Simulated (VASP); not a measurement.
Write the native input for VASP 6.6.1 that does the following.

```yaml
Task: relaxation of cell and atoms
Functional: LDA
Potentials_or_basis: VASP PAW LDA potentials, release 64 (Hf_pv)
Cutoff: 600 eV
k_mesh: 12 × 12 × 12
Occupations: fermi-dirac, width 0.1 eV
Spin: no spin polarisation
Target_pressure: 10 GPa
Dipole_correction: no
Further_INCAR_settings: ALGO = Normal; EDIFF = 1e-06; IBRION = 2; EDIFFG = -0.005; NSW = 32; ISIF = 3
```

The structure of Hf lies in POSCAR:

```
Hf
1.0
    0.0000000000      2.9076211571      2.9076211571
    2.9076211571      0.0000000000      2.9076211571
    2.9076211571      2.9076211571      0.0000000000
Hf
2
Direct
   -0.1250000000     -0.1250000000     -0.1250000000
    0.1250000000      0.1250000000      0.1250000000
```

This isn't the form of Hf at room conditions, which is hcp.

The input as run:

INCAR

```
  ALGO = Normal
  EDIFF = 1E-6
  EDIFFG = -0.005
  ENCUT = 600
  IBRION = 2
  ISIF = 3
  ISMEAR = -1
  LASPH = True
  LCHARG = False
  LREAL = False
  LWAVE = False
  NELM = 80
  NSW = 32
  PREC = Accurate
  PSTRESS = 100.0
  SIGMA = 0.1
```

KPOINTS

```
k-points
0
Gamma
  12 12 12
```

Potentials or basis: VASP PAW LDA potentials, release 64 (Hf_pv).

Run with:

```bash
$ cat potpaw_LDA.64/Hf_pv/POTCAR > POTCAR
$ mpirun -np 1 vasp_std > vasp.out
```

It gave:

| Item | Value |
| --- | --- |
| Relaxed volume | 24.41 Å³/atom |
| Relaxed cell | a = 4.102 Å, b = 4.102 Å, c = 4.102 Å, α = 60.00°, β = 60.00°, γ = 60.00° |
| Space group after relaxing (to 0.1 Å) | Fd-3m (No. 227) |
| Energy change on relaxing (the run minimises the enthalpy) | +10.5 meV/atom |
| Ionic steps | 3 |
| Pressure after relaxing | 10.0 GPa |
| Band gap on the k mesh | zero (bands 10 and 11 overlap by 0.35 eV) |

Caveat: the cell is relaxed towards a set pressure, so the run minimises the enthalpy, not the energy; spin-orbit coupling is left out, which moves the levels of the heavy elements.

Wall time 2.3 min on 1 thread of Intel Xeon 8259CL, on a shared host, peak memory 0.21 GiB.
